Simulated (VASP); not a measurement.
# Ni (Fm-3m) in VASP: single point with LDA

Aim: the single point of Ni with LDA.

Program: VASP 6.6.1. These are calculated values, not measurements. Logs are shortened: lines on timing, memory, paths and dates and some standing lists are left out, and cuts for length are marked.

## Step 1: The cell of the first run

The structure is cubic, space group Fm-3m (No. 225). The conventional cell has a = 3.402 Å, b = 3.402 Å, c = 3.402 Å, α = 90.00°, β = 90.00°, γ = 90.00°. Within 3.2 Å of Ni (site symmetry m-3m) lie 12 Ni at 2.41 Å.

## Step 2: Single point, LDA, collinear spin, ferromagnetic start (9.85 Å³/atom)

INCAR

```
SYSTEM = Ni
PREC = Accurate
ENCUT = 690
EDIFF = 1E-6
ISMEAR = 0
SIGMA = 0.05
LREAL = .FALSE.
LASPH = .TRUE.
NELM = 200
ALGO = Normal
ISIF = 2
LWAVE = .FALSE.
LCHARG = .TRUE.
ISPIN = 2
MAGMOM = 0.74
LORBIT = 11
LMAXMIX = 4
GGA = CA
LELF = .TRUE.
LVHAR = .TRUE.
NBANDS = 19
GGA_COMPAT = .FALSE.
```

KPOINTS

```
regular mesh
0
G
  22 22 22
  0 0 0
```

POSCAR

```
Ni
1.0
    0.0000000000      1.7011295389      1.7011295389
    1.7011295389      0.0000000000      1.7011295389
    1.7011295389      1.7011295389      0.0000000000
Ni
1
Direct
    0.0000000000      0.0000000000      0.0000000000
```

Potentials or basis: VASP PAW LDA potentials, release 64 (Ni_sv_GW).

Started as:

```sh
$ cat potpaw_LDA.64/Ni_sv_GW/POTCAR > POTCAR
$ mpirun -np 1 vasp_std > vasp.out
```

OUTCAR:

```text
SYSTEM = Ni
   PREC = Accurate
   ENCUT = 690
   EDIFF = 1E-6
   ISMEAR = 0
   LREAL = .FALSE.
   LASPH = .TRUE.
   NELM = 200
   ISIF = 2
   ISPIN = 2
   LORBIT = 11
   GGA = CA

 ion  position               nearest neighbor table
   1  0.000  0.000  0.000-

  LATTYP: Found a face centered cubic cell.
 ALAT       =     3.4022590778

  Lattice vectors:

 A1 = (   0.0000000000,   1.7011295389,   1.7011295389)
 A2 = (   1.7011295389,   0.0000000000,   1.7011295389)
 A3 = (   1.7011295389,   1.7011295389,   0.0000000000)

Analysis of symmetry for initial positions (statically):
=====================================================================
 Subroutine PRICEL returns:
 Original cell was already a primitive cell.

 Routine SETGRP: Setting up the symmetry group for a
 face centered cubic supercell.

 Subroutine GETGRP returns: Found 48 space group operations
 (whereof 48 operations were pure point group operations)
 out of a pool of 48 trial point group operations.

The static configuration has the point symmetry O_h .

Analysis of symmetry for dynamics (positions and initial velocities):
=====================================================================
 Subroutine PRICEL returns:
 Original cell was already a primitive cell.

 Routine SETGRP: Setting up the symmetry group for a
 face centered cubic supercell.

 Subroutine GETGRP returns: Found 48 space group operations
 (whereof 48 operations were pure point group operations)
 out of a pool of 48 trial point group operations.

The dynamic configuration has the point symmetry O_h .

Analysis of structural, dynamic, and magnetic symmetry:
=====================================================================
 Subroutine PRICEL returns:
 Original cell was already a primitive cell.

 Routine SETGRP: Setting up the symmetry group for a
 face centered cubic supercell.

 Subroutine GETGRP returns: Found 48 space group operations
 (whereof 48 operations were pure point group operations)
 out of a pool of 48 trial point group operations.

The overall configuration has the point symmetry O_h .

 Subroutine INISYM returns: Found 48 space group operations
 (whereof 48 operations are pure point group operations),
 and found     1 'primitive' translations

----------------------------------------------------------------------------------------

                                     Primitive cell

  volume of cell :       9.8456

  direct lattice vectors                    reciprocal lattice vectors
     0.000000000  1.701129539  1.701129539    -0.293922355  0.293922355  0.293922355
     1.701129539  0.000000000  1.701129539     0.293922355 -0.293922355  0.293922355
     1.701129539  1.701129539  0.000000000     0.293922355  0.293922355 -0.293922355

  length of vectors
     2.405760465  2.405760465  2.405760465     0.509088452  0.509088452  0.509088452

  position of ions in fractional coordinates (direct lattice)
     0.000000000  0.000000000  0.000000000

  ion indices of the primitive-cell ions
   primitive index   ion index
                 1           1

----------------------------------------------------------------------------------------

 KPOINTS: regular mesh

Automatic generation of k-mesh.
 Grid dimensions read from file:
 generate k-points for:   22   22   22

 Generating k-lattice:

  Cartesian coordinates                     Fractional coordinates (reciprocal lattice)
    -0.013360107  0.013360107  0.013360107     0.045454545  0.000000000  0.000000000
     0.013360107 -0.013360107  0.013360107     0.000000000  0.045454545  0.000000000
     0.013360107  0.013360107 -0.013360107     0.000000000  0.000000000  0.045454545

  Length of vectors
     0.023140384  0.023140384  0.023140384

  Shift w.r.t. Gamma in fractional coordinates (k-lattice)
     0.000000000  0.000000000  0.000000000

 Subroutine IBZKPT returns following result:
 ===========================================

 Found    328 irreducible k-points:

 Following reciprocal coordinates:
            Coordinates               Weight
  0.000000  0.000000  0.000000      1.000000
  0.045455  0.000000  0.000000      8.000000
  0.090909  0.000000  0.000000      8.000000
  0.136364  0.000000  0.000000      8.000000
  0.181818  0.000000  0.000000      8.000000
  0.227273  0.000000  0.000000      8.000000
[... 16 lines left out ...]
  0.500000  0.045455  0.000000     24.000000
 -0.454545  0.045455  0.000000     24.000000
 [... further k-points ...]
   k-points           NKPTS =    328   k-points in BZ     NKDIM =    328   number of bands    NBANDS=     19
   number of dos      NEDOS =    301   number of ions     NIONS =      1
   total plane-waves  NPLWV =  13824
   dimension x,y,z NGX =    24 NGY =   24 NGZ =   24
   dimension x,y,z NGXF=    48 NGYF=   48 NGZF=   48
   ions per type =               1
   NGX,Y,Z   is equivalent  to a cutoff of  16.58, 16.58, 16.58 a.u.
   NGXF,Y,Z  is equivalent  to a cutoff of  33.17, 33.17, 33.17 a.u.
 SYSTEM =  Ni
   PREC   = accura    normal or accurate (medium, high low for compatibility)
   ISTART =      0    job   : 0-new  1-cont  2-samecut
   ICHARG =      2    charge: 1-file 2-atom 10-const
   ISPIN  =      2    spin polarized calculation?
   LNONCOLLINEAR =      F non collinear calculations
   LSORBIT =      F    spin-orbit coupling
   LASPH  =      T    aspherical Exc in radial PAW
   ENCUT  =  690.0 eV  50.71 Ry    7.12 a.u.   5.15  5.15  5.15*2*pi/ulx,y,z
   NELM   =    200;   NELMIN=  2; NELMDL= -5     # of ELM steps
   EDIFF  = 0.1E-05   stopping-criterion for ELM
   LREAL  =      F    real-space projection
   EDIFFG = 0.1E-04   stopping-criterion for IOM
   NSW    =      0    number of steps for IOM
   IBRION =     -1    ionic relax: 0-MD 1-quasi-New 2-CG
   NFREE  =      0    steps in history (QN), initial steepest desc. (CG)
   ISIF   =      2    stress and relaxation
   ISYM   =      2    0-nonsym 1-usesym 2-fastsym
   POTIM  = 0.5000    time-step for ionic-motion
   TEBEG  =    0.0;   TEEND  =   0.0 temperature during run
   PSTRESS=    0.0 pullay stress
   NELECT =      18.0000    total number of electrons
   NUPDOWN=      -1.0000    fix difference up-down
   EMIN   =  10.00;   EMAX   =-10.00  energy-range for DOS
   EFERMI =   0.00;   METHOD = LEGACY
   ISMEAR =     0;   SIGMA  =   0.05  broadening in eV -4-tet -1-fermi 0-gaus
   EFERMI_NEDOS =   21; number of points for ismear=-14 and -15
   IALGO  =     38    algorithm
   IMIX   =      4    mixing-type and parameters
     AMIX     =   0.40;   BMIX     =  1.00
     AMIX_MAG =   1.60;   BMIX_MAG =  1.00
  volume/ion in A,a.u.               =       9.85        66.44
  Fermi-wavevector in a.u.,A,eV,Ry     =   2.001789  3.782833 54.520707  4.007159
  Thomas-Fermi vector in A             =   3.016915
   LORBIT       =     11    0 simple, 1 ext, 2 COOP (PROOUT), +10 PAW based schemes
   GGA     = CA    functional components
   LHFCALC =     F    Hartree Fock is set to
   AEXX    =    0.0000 exact exchange contribution
   IVDW    =     0    specifies the selected vdW correction
   LEPSILON=     F    determine dielectric tensor
   LRPA    =     F    only Hartree local field effects (RPA)
 spin polarized calculation
 Gauss-broadening in eV      SIGMA  =   0.05
  energy-cutoff  :      690.00
  volume of cell :        9.85
 maximum number of plane-waves:       419
 NGX is ok and might be reduce to    24
   NGX = 11   NGY = 11   NGZ = 11

 number of electron      18.0000007 magnetization       0.5778355

 Free energy of the ion-electron system (eV)
  ---------------------------------------------------
  ext. energy  EPLUGINS =         0.00000000
  ---------------------------------------------------
  free energy    TOTEN  =        -7.45199266 eV

  energy without entropy =       -7.44959433  energy(sigma->0) =       -7.45079349

 E-fermi :   8.7552     XC(G=0): -14.9896

 val. band max:        8.7524896100   @ k =   0.4091   0.1364   0.0000
 cond. band min:       8.7562042882   @ k =   0.4091   0.3182   0.0909
 fundamental gap:      0.0037146782
 Fermi energy:         8.7551995753

 spin component 1

 k-point     1 :       0.0000    0.0000    0.0000
  band No.  band energies     occupation
      1     -93.9059      1.00000
      2     -54.7075      1.00000
      3     -54.7075      1.00000
      4     -54.7075      1.00000
      5      -1.0552      1.00000
      6       6.1068      1.00000
[... 11 lines left out ...]
     18      44.1472      0.00000
     19      51.4673      0.00000

 k-point     2 :       0.0455    0.0000    0.0000
  band No.  band energies     occupation
      1     -93.9047      1.00000
      2     -54.7141      1.00000
      3     -54.7084      1.00000
      4     -54.7084      1.00000
      5      -0.9677      1.00000
      6       6.0810      1.00000
[... 11 lines left out ...]
     18      44.8113      0.00000
     19      50.1502      0.00000

 k-point     3 :       0.0909    0.0000    0.0000
  band No.  band energies     occupation
      1     -93.9012      1.00000
      2     -54.7333      1.00000
      3     -54.7110      1.00000
      4     -54.7110      1.00000
      5      -0.7080      1.00000
      6       6.0086      1.00000
[... 11 lines left out ...]
     18      46.9400      0.00000
     19      48.5420      0.00000

 k-point     4 :       0.1364    0.0000    0.0000
  band No.  band energies     occupation
      1     -93.8959      1.00000
      2     -54.7640      1.00000
      3     -54.7152      1.00000
      4     -54.7152      1.00000
      5      -0.2851      1.00000
      6       5.9046      1.00000
[... 407 lines left out ...]
     18      54.4428      0.00000
     19      57.2189      0.00000

 k-point    23 :       0.5000    0.0455    0.0000
  band No.  band energies     occupation
      1     -93.8494      1.00000
      2     -55.0310      1.00000
      3     -54.7574      1.00000
      4     -54.7550      1.00000
      5       3.3654      1.00000
      6       6.0514      1.00000
[... 11 lines left out ...]
     18      56.5261      0.00000
     19      57.9377      0.00000

 k-point    24 :      -0.4545    0.0455    0.0000
  band No.  band energies     occupation
      1     -93.8497      1.00000
      2     -55.0288      1.00000
      3     -54.7583      1.00000
      4     -54.7535      1.00000
      5       3.3555      1.00000
      6       6.0609      1.00000
[... 11 lines left out ...]
     18      56.3704      0.00000
     19      57.5367      0.00000

 [... further k-points ...]

 spin component 2

 k-point     1 :       0.0000    0.0000    0.0000
  band No.  band energies     occupation
      1     -93.1980      1.00000
      2     -54.0193      1.00000
      3     -54.0193      1.00000
      4     -54.0193      1.00000
      5      -1.0144      1.00000
      6       6.7052      1.00000
[... 11 lines left out ...]
     18      44.1093      0.00000
     19      51.6397      0.00000

 k-point     2 :       0.0455    0.0000    0.0000
  band No.  band energies     occupation
      1     -93.1968      1.00000
      2     -54.0261      1.00000
      3     -54.0202      1.00000
      4     -54.0202      1.00000
      5      -0.9267      1.00000
      6       6.6772      1.00000
[... 11 lines left out ...]
     18      44.7957      0.00000
     19      50.3225      0.00000

 k-point     3 :       0.0909    0.0000    0.0000
  band No.  band energies     occupation
      1     -93.1932      1.00000
      2     -54.0459      1.00000
      3     -54.0229      1.00000
      4     -54.0229      1.00000
      5      -0.6664      1.00000
      6       6.5982      1.00000
[... 11 lines left out ...]
     18      46.9692      0.00000
     19      48.7217      0.00000

 k-point     4 :       0.1364    0.0000    0.0000
  band No.  band energies     occupation
      1     -93.1877      1.00000
      2     -54.0774      1.00000
      3     -54.0272      1.00000
      4     -54.0272      1.00000
      5      -0.2421      1.00000
      6       6.4828      1.00000
[... 407 lines left out ...]
     18      54.5652      0.00000
     19      57.3348      0.00000

 k-point    23 :       0.5000    0.0455    0.0000
  band No.  band energies     occupation
      1     -93.1401      1.00000
      2     -54.3520      1.00000
      3     -54.0705      1.00000
      4     -54.0680      1.00000
      5       3.7297      1.00000
      6       6.5769      1.00000
[... 11 lines left out ...]
     18      56.6401      0.00000
     19      58.0619      0.00000

 k-point    24 :      -0.4545    0.0455    0.0000
  band No.  band energies     occupation
      1     -93.1405      1.00000
      2     -54.3497      1.00000
      3     -54.0713      1.00000
      4     -54.0664      1.00000
      5       3.7147      1.00000
      6       6.5878      1.00000
[... 11 lines left out ...]
     18      56.4903      0.00000
     19      57.7156      0.00000

 [... further k-points ...]

------------------------ aborting loop because EDIFF is reached ----------------------------------------

  FORCE on cell =-STRESS in cart. coord.  units (eV):
  Direction    XX          YY          ZZ          XY          YZ          ZX
  --------------------------------------------------------------------------------------
  -------------------------------------------------------------------------------------
  Total        0.2667035      0.2667035      0.2667035      0.0000000      0.0000000     -0.0000000
  in kB       43.4007365     43.4007365     43.4007365      0.0000000      0.0000000     -0.0000000
  external PRESSURE =      43.4007365 kB  Pullay stress =       0.0000000 kB

 VOLUME and BASIS-vectors are now :
 -----------------------------------------------------------------------------
  energy-cutoff  :      690.00
  volume of cell :        9.85
      direct lattice vectors                 reciprocal lattice vectors
     0.000000000  1.701129539  1.701129539    -0.293922355  0.293922355  0.293922355
     1.701129539  0.000000000  1.701129539     0.293922355 -0.293922355  0.293922355
     1.701129539  1.701129539  0.000000000     0.293922355  0.293922355 -0.293922355

 POSITION                                       TOTAL-FORCE (eV/Angst)
 -----------------------------------------------------------------------------------
      0.00000      0.00000      0.00000         0.000000      0.000000      0.000000
 -----------------------------------------------------------------------------------
    total drift:                               -0.000000      0.000000     -0.000000

  FREE ENERGIE OF THE ION-ELECTRON SYSTEM (eV)
  ---------------------------------------------------
  free  energy   TOTEN  =        -7.4519926607 eV

  energy  without entropy=       -7.4495943276  energy(sigma->0) =       -7.45079349

 total charge

# of ion       s       p       d       f       tot
--------------------------------------------------
    1        2.261   6.351   7.835   0.007  16.454

 magnetization (x)

# of ion       s       p       d       f       tot
--------------------------------------------------
    1       -0.001  -0.012   0.615  -0.000   0.602
```

Wall time 88 s (1 thread of Intel Xeon Platinum 8559C (Emerald Rapids), shared host); peak memory 0.28 GiB.

Results:

| Property | Result |
| --- | --- |
| Free energy | -7.4520 eV |
| Pressure | 4.3 GPa |
| Net moment | 0.58 μB per cell |
| Site moments | Ni +0.60 μB |
| Valence electrons inside the program's atomic spheres | Ni 16.45 |

Caveat: the cell stands under pressure.
